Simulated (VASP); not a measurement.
Runs of VASP 6.6.1 on Si2Mo. The structure is that of space group I4/mmm (No. 139), or close to it. The cells are those of the table. 

```tsv
task	level	potentials or basis	spin	cell	k mesh	smearing	gap on the mesh (eV)	pressure (GPa)	largest force (eV/Å)
single point	PBE+D3(BJ)	VASP PAW PBE potentials, release 64 (Mo_sv, Si)	off	a = 4.535 Å, angles 138.7, 138.7, 59.9°, 3 atoms	12 × 12 × 12	methfessel-paxton 0.1 eV	none	-4.7	0.27
single point	PBE	VASP PAW PBE potentials, release 64 (Mo_sv, Si)	off	a = 4.535 Å, angles 138.7, 138.7, 59.9°, 3 atoms	10 × 10 × 10	fermi-dirac 0.05 eV	none	2.4	(a)
single point	PBEsol	VASP PAW PBE potentials, release 64 (Mo_sv, Si)	off	a = 4.443 Å, angles 138.7, 138.7, 59.9°, 3 atoms	12 × 12 × 12	fermi-dirac 0.05 eV	none	12.7	(c)
single point	PBEsol	VASP PAW PBE potentials, release 64 (Mo_sv, Si)	off	a = 4.535 Å, angles 138.7, 138.7, 59.9°, 3 atoms	12 × 12 × 12	fermi-dirac 0.05 eV	none	-2.4	0.32
electric field gradients	PBE	VASP PAW PBE potentials, release 64 (Mo_sv, Si)	off	a = 4.535 Å, angles 138.7, 138.7, 59.9°, 3 atoms	12 × 12 × 12	fermi-dirac 0.05 eV	none	2.4	0.27
single point	LDA	VASP PAW LDA potentials, release 64 (Mo_sv, Si)	non-collinear, zero start, SOC	a = 4.535 Å, angles 138.7, 138.7, 59.9°, 3 atoms	9 × 9 × 9	fermi-dirac 0.05 eV	-	-5.5	0.39
single point	PBEsol	VASP PAW PBE potentials, release 64 (Mo_sv, Si)	off	a = 4.369 Å, angles 138.9, 138.9, 59.6°, 3 atoms	12 × 12 × 12	fermi-dirac 0.05 eV	none	30.5	0.01
single point	PBEsol	VASP PAW PBE potentials, release 64 (Mo_sv, Si)	off	a = 4.474 Å, angles 138.7, 138.7, 59.9°, 3 atoms	12 × 12 × 12	fermi-dirac 0.05 eV	none	(d)	(b)
single point	PBE	VASP PAW PBE potentials, release 64 (Mo_sv, Si)	off	a = 4.535 Å, angles 138.7, 138.7, 59.9°, 3 atoms	12 × 12 × 12	gaussian 0.03 eV	none	2.4	0.27
single point	RPBE	VASP PAW PBE potentials, release 64 (Mo_sv, Si)	off	a = 4.565 Å, angles 138.6, 138.6, 60.1°, 3 atoms	12 × 12 × 12	fermi-dirac 0.05 eV	none	-0.2	0.01
single point	PBEsol+D4	VASP PAW PBE potentials, release 64 (Mo_sv, Si)	off	a = 4.595 Å, angles 138.7, 138.7, 59.9°, 3 atoms	12 × 12 × 12	fermi-dirac 0.05 eV	none	-13.3	0.38
single point	PBE	VASP PAW PBE potentials, release 64 (Mo_sv, Si)	off	a = 4.581 Å, angles 137.4, 137.4, 61.8°, 3 atoms	9 × 9 × 9	fermi-dirac 0.05 eV	none	-11.2	0.39
```

Alike in all rows: cutoff (eV) 520.

Q: Fill in the values left out.

A: (a) 0.29; (b) 0.26; (c) 0.22; (d) 7.1.

Caveats: the PAW data sets were made with another functional, which shifts forces and pressure a little (some runs); pairwise dispersion overbinds metals, which lowers pressure and volume (some runs).

A k mesh can miss the band edges, and rows without SOC leave out spin-orbit coupling on Mo.

A gap of «none» marks levels without a gap at the run's occupations.
